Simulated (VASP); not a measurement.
Input of a VASP 6.6.1 run:

The input INCAR:

```
PREC = Accurate
ENCUT = 520
EDIFF = 1E-7
ISMEAR = -1
SIGMA = 0.05
LREAL = False
LASPH = True
NELM = 60
ALGO = Normal
ISIF = 2
LWAVE = False
LCHARG = False
GGA = PE
NBANDS = 20
```

The input KPOINTS:

```
Automatic mesh
0
Gamma
  12 12 12
```

File POSCAR:

```
Ga
1.0
    0.0000000000      2.9392041338      2.9392041338
    2.9392041338      0.0000000000      2.9392041338
    2.9392041338      2.9392041338      0.0000000000
Ga
2
Direct
   -0.1250000000     -0.1250000000     -0.1250000000
    0.1250000000      0.1250000000      0.1250000000
```

Potentials or basis: VASP PAW PBE potentials, release 64 (Ga_d).

Command:

```sh
$ cat potpaw_PBE.64/Ga_d/POTCAR > POTCAR
$ mpirun -np 1 vasp_std > vasp.out
```

Task: Predict the band gap on the k mesh.

Result: Zero (bands 13 and 14 overlap by 4.16 eV).

Task: What does it give for the pressure?

Result: 0.1 GPa.
